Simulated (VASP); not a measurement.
# H11C2NO4 in VASP: a series of runs

Runs on H11C2NO4. Level: PBE+D3(BJ). Tasks: single point.

All numbers are computed with VASP 6.6.1; they aren't measurements. Logs are shortened: lines on timing, memory, paths and dates and some standing lists are left out, and cuts for length are marked.

## (1) The cell of the first run

The cell holds an amorphous packing of atoms, 18 atoms: a = 5.915 Å, b = 5.915 Å, c = 5.915 Å, α = 90.00°, β = 90.00°, γ = 90.00°.

## (2) Single point, PBE+D3(BJ)

File INCAR:

```
SYSTEM = H11C2NO4
ALGO = Normal
EDIFF = 1E-6
ENCUT = 520
GGA = PE
GGA_COMPAT = .False.
ISIF = 2
ISMEAR = -1
IVDW = 12
LASPH = .True.
LCHARG = .False.
LREAL = .False.
LWAVE = .False.
NBANDS = 39
NELM = 120
PREC = Accurate
SIGMA = 0.05
```

File KPOINTS:

```
k-points
0
Gamma
  1 1 1
  0 0 0
```

File POSCAR:

```
H11C2NO4
1.0
    5.9154820000      0.0000000000      0.0000000000
    0.0000000000      5.9154820000      0.0000000000
    0.0000000000      0.0000000000      5.9154820000
O H C N
4 11 2 1
Direct
    0.8800466302      0.9597527302      0.3298463253
    0.0899504047      0.6878053217      0.9712817992
    0.3550851816      0.0300567223      0.9185388443
    0.7193665706      0.3543075611      0.8047019668
    0.9696589390      0.8869437858      0.2163982580
    0.9880344493      1.0691605519      0.3755568862
    0.2202863604      0.8079307823      0.9430676993
    0.1384164469      0.5504200672      0.8976952343
    0.2894438695      0.1369119203      0.8162817502
    0.5172359581      0.0399798360      0.9242188549
    0.7558471144      0.5007537847      0.8776630543
    0.8582901613      0.3170324920      0.7139063224
    0.5052166501      0.4093157582      0.0815149129
    0.5075664164      0.6726755318      0.2338101950
    0.6776286362      0.4524567905      0.3275134638
    0.5194166764      0.4942961537      0.2495823671
    0.3528368441      0.4125276689      0.4026045553
    0.2085713387      0.3415613470      0.5191123902
```

Potentials or basis: VASP PAW PBE potentials, release 64 (O, H, C, N).

Started as:

```
cat potpaw_PBE.64/O/POTCAR potpaw_PBE.64/H/POTCAR potpaw_PBE.64/C/POTCAR potpaw_PBE.64/N/POTCAR > POTCAR
mpirun -np 1 vasp_gam > vasp.out
```

OUTCAR:

```text
SYSTEM = H11C2NO4
   EDIFF = 1E-6
   ENCUT = 520
   GGA = PE
   ISIF = 2
   ISMEAR = -1
   IVDW = 12
   LASPH = .True.
   LREAL = .False.
   NELM = 120
   PREC = Accurate
 IVDW          = 12

 ion  position               nearest neighbor table
   1  0.880  0.960  0.330-   6 0.95   5 0.96
   2  0.090  0.688  0.971-   8 0.97   7 1.06
   3  0.355  0.030  0.919-   9 0.96  10 0.96
   4  0.719  0.354  0.805-  11 0.99  12 1.01
   5  0.970  0.887  0.216-   1 0.96
   6  0.988  0.069  0.376-   1 0.95
   7  0.220  0.808  0.943-   2 1.06
   8  0.138  0.550  0.898-   2 0.97
   9  0.289  0.137  0.816-   3 0.96
  10  0.517  0.040  0.924-   3 0.96
  11  0.756  0.501  0.878-   4 0.99
  12  0.858  0.317  0.714-   4 1.01
  13  0.505  0.409  0.082-  16 1.12
  14  0.508  0.673  0.234-  16 1.06
  15  0.678  0.452  0.328-  16 1.07
  16  0.519  0.494  0.250-  14 1.06  15 1.07  13 1.12  17 1.42
  17  0.353  0.413  0.403-  18 1.17  16 1.42
  18  0.209  0.342  0.519-  17 1.17

  LATTYP: Found a simple cubic cell.
 ALAT       =     5.9154820000

  Lattice vectors:

 A1 = (   5.9154820000,   0.0000000000,   0.0000000000)
 A2 = (   0.0000000000,   5.9154820000,   0.0000000000)
 A3 = (   0.0000000000,   0.0000000000,   5.9154820000)

Analysis of symmetry for initial positions (statically):
=====================================================================
 Subroutine PRICEL returns:
 Original cell was already a primitive cell.

 Routine SETGRP: Setting up the symmetry group for a
 simple cubic supercell.

 Subroutine GETGRP returns: Found  1 space group operations
 (whereof  1 operations were pure point group operations)
 out of a pool of 48 trial point group operations.

The static configuration has the point symmetry C_1 .

Analysis of symmetry for dynamics (positions and initial velocities):
=====================================================================
 Subroutine PRICEL returns:
 Original cell was already a primitive cell.

 Routine SETGRP: Setting up the symmetry group for a
 simple cubic supercell.

[... 108 lines left out ...]
   LSORBIT =      F    spin-orbit coupling
   LASPH  =      T    aspherical Exc in radial PAW
   ENCUT  =  520.0 eV  38.22 Ry    6.18 a.u.  11.00 11.00 11.00*2*pi/ulx,y,z
   NELM   =    120;   NELMIN=  2; NELMDL= -5     # of ELM steps
   EDIFF  = 0.1E-05   stopping-criterion for ELM
   LREAL  =      F    real-space projection
   EDIFFG = 0.1E-04   stopping-criterion for IOM
   NSW    =      0    number of steps for IOM
   IBRION =     -1    ionic relax: 0-MD 1-quasi-New 2-CG
   NFREE  =      0    steps in history (QN), initial steepest desc. (CG)
   ISIF   =      2    stress and relaxation
   ISYM   =      2    0-nonsym 1-usesym 2-fastsym
   POTIM  = 0.5000    time-step for ionic-motion
   TEBEG  =    0.0;   TEEND  =   0.0 temperature during run
   PSTRESS=    0.0 pullay stress
   NELECT =      48.0000    total number of electrons
   NUPDOWN=      -1.0000    fix difference up-down
   EMIN   =  10.00;   EMAX   =-10.00  energy-range for DOS
   EFERMI =   0.00;   METHOD = LEGACY
   ISMEAR =    -1;   SIGMA  =   0.05  broadening in eV -4-tet -1-fermi 0-gaus
   EFERMI_NEDOS =   21; number of points for ismear=-14 and -15
   IALGO  =     38    algorithm
   IMIX   =      4    mixing-type and parameters
     AMIX     =   0.40;   BMIX     =  1.00
     AMIX_MAG =   1.60;   BMIX_MAG =  1.00
  volume/ion in A,a.u.               =      11.50        77.61
  Fermi-wavevector in a.u.,A,eV,Ry     =   1.005769  1.900629 13.763275  1.011572
  Thomas-Fermi vector in A             =   2.138470
   LORBIT       =      0    0 simple, 1 ext, 2 COOP (PROOUT), +10 PAW based schemes
   GGA     = PE    functional components
   LHFCALC =     F    Hartree Fock is set to
   AEXX    =    0.0000 exact exchange contribution
   IVDW    =    12    specifies the selected vdW correction
   LEPSILON=     F    determine dielectric tensor
   LRPA    =     F    only Hartree local field effects (RPA)
 non-spin polarized calculation
  energy-cutoff  :      520.00
  volume of cell :      207.00
 maximum number of plane-waves:      2749
 NGX is ok and might be reduce to    42
   NGX = 21   NGY = 21   NGZ = 21

 number of electron      47.9999993 magnetization

 Free energy of the ion-electron system (eV)
  ---------------------------------------------------
  ext. energy  EPLUGINS =         0.00000000
  ---------------------------------------------------
  free energy    TOTEN  =       -94.72760541 eV

  energy without entropy =      -94.72760541  energy(sigma->0) =      -94.72760541

 E-fermi :  -2.2773     XC(G=0):  -6.5993

 val. band max:       -3.5516609000   @ k =   0.0000   0.0000   0.0000
 cond. band min:       1.2351340362   @ k =   0.0000   0.0000   0.0000
 fundamental gap:      4.7867949362
 Fermi energy:        -2.2772999084

 k-point     1 :       0.0000    0.0000    0.0000
  band No.  band energies     occupation
      1     -22.9098      2.00000
      2     -22.0544      2.00000
      3     -21.8244      2.00000
      4     -21.2501      2.00000
      5     -19.9568      2.00000
      6     -16.3780      2.00000
[... 28 lines left out ...]
     35       7.1649      0.00000
     36       7.3917      0.00000
 [bands above 36 left out]

------------------------ aborting loop because EDIFF is reached ----------------------------------------

 Edisp (eV)   -0.66380

 E8    (eV) :    -0.1442

  FORCE on cell =-STRESS in cart. coord.  units (eV):
  Direction    XX          YY          ZZ          XY          YZ          ZX
  --------------------------------------------------------------------------------------
  -------------------------------------------------------------------------------------
  Total      -0.61284     1.12227    -0.55160    -0.55946     0.10391     0.68693
  in kB      -4.74339     8.68638    -4.26938    -4.33019     0.80427     5.31681
  external pressure =       -0.11 kB  Pullay stress =        0.00 kB

 VOLUME and BASIS-vectors are now :
 -----------------------------------------------------------------------------
  energy-cutoff  :      520.00
  volume of cell :      207.00
      direct lattice vectors                 reciprocal lattice vectors
     5.915482000  0.000000000  0.000000000     0.169047932  0.000000000  0.000000000
     0.000000000  5.915482000  0.000000000     0.000000000  0.169047932  0.000000000
     0.000000000  0.000000000  5.915482000     0.000000000  0.000000000  0.169047932

 POSITION                                       TOTAL-FORCE (eV/Angst)
 -----------------------------------------------------------------------------------
      5.20590      5.67740      1.95120        -0.972780     -0.285472      0.083640
      0.53210      4.06870      5.74560         0.957701      1.200124      0.074000
      2.10050      0.17780      5.43360        -0.382335     -0.975458      1.108108
      4.25540      2.09590      4.76020         1.308363      0.214790     -0.527323
      5.73600      5.24670      1.28010         0.151182     -1.144900     -0.980952
      5.84470      0.40912      2.22160         0.708522      1.334968      0.871285
[... 10 lines left out ...]
      2.08720      2.44030      2.38160        -1.559895     -0.495298      0.457008
      1.23380      2.02050      3.07080         0.599221      0.180557     -0.222717
 -----------------------------------------------------------------------------------
    total drift:                               -0.000721      0.000675      0.001785

  FREE ENERGIE OF THE ION-ELECTRON SYSTEM (eV)
  ---------------------------------------------------
  free  energy   TOTEN  =       -95.3914029982 eV

  energy  without entropy=      -95.3914029981  energy(sigma->0) =      -95.39140300
```

OSZICAR:

```text
N       E                     dE             d eps       ncg     rms          rms(c)
DAV:   1     0.325349784399E+03    0.32535E+03   -0.25059E+04    78   0.110E+03
DAV:   2    -0.731463331819E+02   -0.39850E+03   -0.37971E+03   101   0.270E+02
DAV:   3    -0.104341130081E+03   -0.31195E+02   -0.30979E+02   100   0.793E+01
DAV:   4    -0.104803794469E+03   -0.46266E+00   -0.46219E+00    92   0.111E+01
DAV:   5    -0.104810731004E+03   -0.69365E-02   -0.69333E-02   108   0.130E+00    0.188E+01
DAV:   6    -0.953630093976E+02    0.94477E+01   -0.25343E+01    92   0.238E+01    0.816E+00
DAV:   7    -0.948836683249E+02    0.47934E+00   -0.24582E+00   100   0.642E+00    0.493E+00
DAV:   8    -0.947334755578E+02    0.15019E+00   -0.38179E-01   100   0.359E+00    0.151E+00
DAV:   9    -0.947249346507E+02    0.85409E-02   -0.57610E-02    92   0.139E+00    0.402E-01
DAV:  10    -0.947264880330E+02   -0.15534E-02   -0.15819E-02    92   0.702E-01    0.227E-01
DAV:  11    -0.947273100805E+02   -0.82205E-03   -0.32697E-03    92   0.303E-01    0.106E-01
DAV:  12    -0.947275806294E+02   -0.27055E-03   -0.36423E-04    92   0.120E-01    0.484E-02
DAV:  13    -0.947276058051E+02   -0.25176E-04   -0.14899E-04   100   0.758E-02    0.124E-02
DAV:  14    -0.947276056158E+02    0.18932E-06   -0.20836E-05    92   0.252E-02    0.600E-03
DAV:  15    -0.947276054117E+02    0.20406E-06   -0.48525E-06   100   0.131E-02
   1 F= -.95391403E+02 E0= -.95391403E+02  d E =-.236269E-10
```

Run time: 16 s. Hardware: 1 thread of AMD EPYC 7R43 (Zen 3), shared host; peak memory 0.3 GiB.

Results:

```
Free energy                : -95.3914 eV
Pressure                   : 0.0 GPa
Largest force              : 1.831 eV/Å
Band gap on the k mesh     : 4.79 eV
Dispersion energy per atom : -0.037 eV
```

Forces in eV/Å, atoms in the order of the input:
```
O   -0.973 -0.285  0.084
O    0.958  1.200  0.074
O   -0.382 -0.975  1.108
O    1.308  0.215 -0.527
H    0.151 -1.145 -0.981
H    0.709  1.335  0.871
H   -1.450 -1.115  0.079
H    0.134 -0.169 -0.210
H    0.166  0.646 -0.922
H    0.524  0.545 -0.341
H    0.209 -0.623 -0.506
H   -1.021  0.415  0.642
H   -0.096  0.232  0.708
H   -0.034  1.280 -0.122
H    1.263 -0.175  0.171
C   -0.503 -1.065 -0.362
C   -1.560 -0.495  0.457
N    0.599  0.181 -0.223
```

Stress tensor (GPa, compression positive):
```
-0.47 -0.43  0.53
-0.43  0.87  0.08
 0.53  0.08 -0.43
```

Caveat: the k points lie up to 1.06 Å⁻¹ apart.

## (3) Single point, PBE+D3(BJ)

File INCAR:

```
SYSTEM = H11C2NO4
PREC     = Accurate       ! precision mode
ENCUT    = 520            ! plane-wave cutoff, eV
EDIFF    = 1E-6           ! SCF threshold, eV
ISMEAR   = -1             ! smearing method
SIGMA    = 0.05           ! smearing width, eV
LREAL    = .False.        ! projectors in reciprocal space
LASPH    = .True.         ! aspherical terms in the spheres
NELM     = 120            ! most SCF steps
ALGO     = Normal         ! electronic algorithm
ISIF     = 2              ! what is computed and relaxed
LWAVE    = .False.        ! write WAVECAR
LCHARG   = .False.        ! write CHGCAR
GGA      = PE             ! functional
IVDW     = 12             ! dispersion correction
NBANDS   = 39             ! bands
GGA_COMPAT= .False.
```

File KPOINTS:

```
regular mesh
0
Gamma
  1 1 1
  0 0 0
```

File POSCAR:

```
H11C2NO4
1.0
    5.9154820000      0.0000000000      0.0000000000
    0.0000000000      5.9154820000      0.0000000000
    0.0000000000      0.0000000000      5.9154820000
O H C N
4 11 2 1
Direct
    0.8789309138      1.0017949509      0.3152405839
    0.0746515669      0.6354342723      1.0062240068
    0.3042186588      0.0343167302      0.8895640288
    0.7566416397      0.3694711606      0.7792433482
    0.8438872775      0.8522382453      0.2479087926
    1.0336942957      1.0483845611      0.2582883356
    0.1623198245      0.7366094597      0.9145662179
    0.1324997692      0.4900023362      0.9393993592
    0.2631231065      0.1828929578      0.8188343739
    0.4344700905      0.0698675104      0.9935116023
    0.8450029938      0.4982011610      0.8106693588
    0.8583239709      0.2750409857      0.6912538995
    0.5273788340      0.3911262007      0.1259576143
    0.4946849640      0.6997908201      0.2459140270
    0.6928260453      0.4880751898      0.3564037554
    0.5184023889      0.5095949916      0.2744155083
    0.3473427863      0.4184612513      0.4249865015
    0.2017079927      0.3462439747      0.5353917060
```

Potentials or basis: VASP PAW PBE potentials, release 64 (O, H, C, N).

Started as:

```
cat potpaw_PBE.64/O/POTCAR potpaw_PBE.64/H/POTCAR potpaw_PBE.64/C/POTCAR potpaw_PBE.64/N/POTCAR > POTCAR
mpirun -np 1 vasp_gam > vasp.out
```

Run time: 16 s. Hardware: 1 thread of AMD EPYC 7R43 (Zen 3), shared host; peak memory 0.3 GiB.

It converged, with:

```
Free energy                : -95.0225 eV
Pressure                   : -2.1 GPa
Largest force              : 2.101 eV/Å
Band gap on the k mesh     : 4.54 eV
Dispersion energy per atom : -0.037 eV
```

Forces in eV/Å, atoms in the order of the input:
```
O    0.835 -0.031 -0.534
O    0.219 -2.026 -0.510
O    0.834  1.071  1.017
O   -1.195 -1.590 -0.397
H    0.756  0.794  0.163
H   -1.649 -0.764  0.367
H    0.409  1.491 -0.278
H   -0.677  0.806  0.875
H    0.405 -1.099 -0.054
H   -0.966 -0.283 -1.119
H    0.874  1.620  0.575
H   -0.087 -0.186 -0.202
H   -0.062  1.183  0.107
H   -0.101 -1.564 -0.211
H   -1.018  0.042 -0.233
C    1.031 -0.057  0.587
C    0.583  0.718 -0.540
N   -0.190 -0.127  0.389
```

Stress tensor (GPa, compression positive):
```
-2.72  0.98 -0.14
 0.98 -2.20 -0.77
-0.14 -0.77 -1.51
```

Levels at points of the mesh, in eV from the valence-band top:
| k point | band 20 | band 21 | band 22 | band 23 | band 24 | band 25 | band 26 | band 27 | band 28 | band 29 |
| --- | --- | --- | --- | --- | --- | --- | --- | --- | --- | --- |
| (0.00, 0.00, 0.00) | -1.61 | -0.80 | -0.67 | -0.13 | 0.00 | 4.54 | 5.79 | 5.95 | 7.42 | 8.00 |

Caveat: the k points lie up to 1.06 Å⁻¹ apart.

## (4) Single point, PBE+D3(BJ)

File INCAR:

```
SYSTEM = H11C2NO4
  PREC = Accurate
  ENCUT = 520
  EDIFF = 1E-6
  ISMEAR = -1
  SIGMA = 0.05
  LREAL = .FALSE.
  LASPH = .TRUE.
  NELM = 120
  ALGO = Normal
  ISIF = 2
  LWAVE = .FALSE.
  LCHARG = .FALSE.
  GGA = PE
  IVDW = 12
  NBANDS = 39
  GGA_COMPAT = .FALSE.
```

File KPOINTS:

```
regular mesh
0
G
  1 1 1
  0 0 0
```

File POSCAR:

```
H11C2NO4
1.0
    5.9154820000      0.0000000000      0.0000000000
    0.0000000000      5.9154820000      0.0000000000
    0.0000000000      0.0000000000      5.9154820000
O H C N
4 11 2 1
Direct
    0.8799452014      1.0161809300      0.3642306747
    0.1048435275      0.6279454489      1.0109911585
    0.2966115018      0.0794863377      0.9358662574
    0.7330763579      0.3799690372      0.8217589032
    0.9270419553      0.8690247050      0.4047345592
    0.9257064767      1.0303978611      0.1991891785
    0.1695888856      0.7830469267      0.9924466003
    0.1317728631      0.5751179701      0.8539963438
    0.2534197551      0.2297530446      0.8661508902
    0.4526596480      0.1108954435      0.9885077835
    0.7985655269      0.5194166764      0.8965964227
    0.8489756202      0.3434377790      0.7110832220
    0.5620167554      0.3795633221      0.1487621803
    0.6062735040      0.6558890721      0.2574938103
    0.7183691878      0.3991559775      0.3911769151
    0.5633015196      0.4749739751      0.3144629635
    0.3736635493      0.4450186815      0.4646620512
    0.2233123184      0.4260515035      0.5906365703
```

Started as:

```
cat potpaw_PBE.64/O/POTCAR potpaw_PBE.64/H/POTCAR potpaw_PBE.64/C/POTCAR potpaw_PBE.64/N/POTCAR > POTCAR
mpirun -np 1 vasp_gam > vasp.out
```

It took 16 s on 1 thread of AMD EPYC 7R43 (Zen 3), shared host; peak memory 0.3 GiB.

It converged, with:

```yaml
Free_energy: -95.1159 eV
Pressure: -2.5 GPa
Largest_force: 2.632 eV/Å
Band_gap_on_the_k_mesh: 4.97 eV
Dispersion_energy_per_atom: -0.037 eV
```

Forces on the atoms (eV/Å):
```
O   -0.220  1.525 -2.134
O    0.198  1.097 -0.747
O    0.462  1.226 -0.011
O    0.593  1.076  0.674
H    0.553 -1.412  0.376
H   -0.275 -0.090  1.742
H   -0.282 -0.376  0.410
H    0.005 -0.268  0.368
H    0.307 -1.416  0.301
H   -0.736 -0.276 -0.372
H   -0.320 -1.194 -0.488
H    0.058 -0.227 -0.007
H   -0.824  0.440  1.049
H   -0.709 -1.103  0.930
H   -0.288  0.390  0.150
C    1.215  0.228 -1.437
C    0.215  0.380 -0.604
N    0.050 -0.001 -0.196
```

Stress tensor (GPa, compression positive):
```
-2.11 -1.15  1.16
-1.15 -2.41  0.60
 1.16  0.60 -3.10
```

Levels at points of the mesh, in eV from the valence-band top:
| k point | band 22 | band 23 | band 24 | band 25 | band 26 | band 27 |
| --- | --- | --- | --- | --- | --- | --- |
| (0.00, 0.00, 0.00) | -0.18 | -0.11 | 0.00 | 4.97 | 5.89 | 6.23 |

Caveat: the k points lie up to 1.06 Å⁻¹ apart.

[end of part 1 of 2]
